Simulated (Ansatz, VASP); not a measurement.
## One calculation of SrO, two programs

```
CELL_PARAMETERS angstrom
0.00000 2.54410 2.56980
2.54410 0.00000 2.56980
2.54410 2.54410 0.00000
ATOMIC_POSITIONS crystal
Sr 0.00000 0.00000 0.00000
O 0.50000 0.50000 0.50000
```

Change from the starting cell: equal xx and yy strain of -1 %.

Alike in both runs: task single point; functional PBEsol; k mesh 8 × 8 × 8; occupations fermi-dirac, width 0.03 eV; no spin polarisation.

|  | VASP | Ansatz |
| --- | --- | --- |
| version | VASP 6.6.1 | Ansatz 0.2.0 |
| potentials or method | VASP PAW PBE potentials, release 64 (Sr_sv, O), cutoff 520 eV | all-electron LAPW, scalar-relativistic |

|  | VASP | Ansatz | Ansatz less VASP |
| --- | --- | --- | --- |
| gap on the k mesh at the Fermi level (eV) | 3.11 | 3.16 | +0.049 |
| pressure (GPa) | 1.7 | 1.0 | -0.67 |
| traceless stress, the component that is largest in VASP (GPa) | -1.00 | -0.94 | +0.054 |

VASP's potentials were made for PBE, not for PBEsol. Ansatz ran all-electron here, and VASP with PAW potentials.
